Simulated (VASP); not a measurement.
Wanted: the native input for a VASP 6.6.1 run.

- Task: single point
- Functional: LDA
- Potentials or basis: VASP PAW PBE potentials, release 64 (Yb)
- Cutoff: 520 eV
- k mesh: 19 × 19 × 19
- Occupations: fermi-dirac, width 0.1 eV
- Spin: no spin polarisation
- Dipole correction: no
- Further INCAR settings: ALGO = Normal; EDIFF = 1e-06; NBANDS = 18

The structure of Yb lies in POSCAR:

```
Yb
1.0
   -1.9413498322      1.9413498322      1.9413498322
    1.9413498322     -1.9413498322      1.9413498322
    1.9413498322      1.9413498322     -1.9413498322
Yb
1
Direct
    0.0000000000      0.0000000000      0.0000000000
```

This isn't the form of Yb at room conditions, which is fcc.

These files were run (other wordings do the same):

INCAR

```
PREC = Accurate ; ENCUT = 520
EDIFF = 1E-6 ; ISMEAR = -1
SIGMA = 0.1 ; LREAL = False
LASPH = True ; NELM = 80
ALGO = Normal ; ISIF = 2
LWAVE = False ; LCHARG = True
GGA = CA ; LELF = True
LVHAR = True ; NBANDS = 18
```

KPOINTS

```
Automatic mesh
0
Gamma
  19 19 19
```

Potentials or basis: VASP PAW PBE potentials, release 64 (Yb).

The run is started by

```bash
$ cat potpaw_PBE.64/Yb/POTCAR > POTCAR
$ mpirun -np 1 vasp_std > vasp.out
```

It gave:

```json
{
 "Pressure": "-0.6 GPa",
 "Band gap on the k mesh": "zero (bands 12 and 13 overlap by 0.86 eV)"
}
```

Caveat: the PAW data sets were made with another functional, which shifts forces and pressure a little; spin-orbit coupling is left out, which moves the levels of the heavy elements.

Wall time 110 s on 1 thread of Intel(R) Xeon(R) 6975P-C (Granite Rapids), on a shared host, peak memory 0.25 GiB.
